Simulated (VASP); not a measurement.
A run of VASP 6.6.1:

File INCAR:

```
ALGO = Normal
EDIFF = 1E-6
EDIFFG = -0.01
ENCUT = 600
GGA = PE
IBRION = 2
ISIF = 3
ISMEAR = 0
LASPH = T
LCHARG = F
LREAL = F
LWAVE = F
NELM = 100
NSW = 100
PREC = Accurate
SIGMA = 0.1
```

Contents of KPOINTS:

```
k-points
0
Gamma
  22 22 22
```

File POSCAR:

```
TiC
1.0
    0.0000000000      2.1657765946      2.1657765946
    2.1657765946      0.0000000000      2.1657765946
    2.1657765946      2.1657765946      0.0000000000
Ti C
1 1
Direct
    0.5000000000      0.5000000000      0.5000000000
    0.0000000000      0.0000000000      0.0000000000
```

Potentials or basis: VASP PAW PBE potentials, release 64 (Ti_sv, C).

Launch:

```console
$ cat potpaw_PBE.64/Ti_sv/POTCAR potpaw_PBE.64/C/POTCAR > POTCAR
$ mpirun -np 1 vasp_std > vasp.out
```

Hardware: 1 thread of Intel(R) Xeon(R) Platinum 8259CL CPU @ 2.50GHz (Skylake/Cascade Lake), on a shared host.

Problem. How long does it take, and how much memory?

Solution. It took 110 s on 1 thread of Intel(R) Xeon(R) Platinum 8259CL CPU @ 2.50GHz (Skylake/Cascade Lake), on a shared host, peak memory 0.24 GiB. Counts: scf iterations 30, k points 328, ion steps 3.
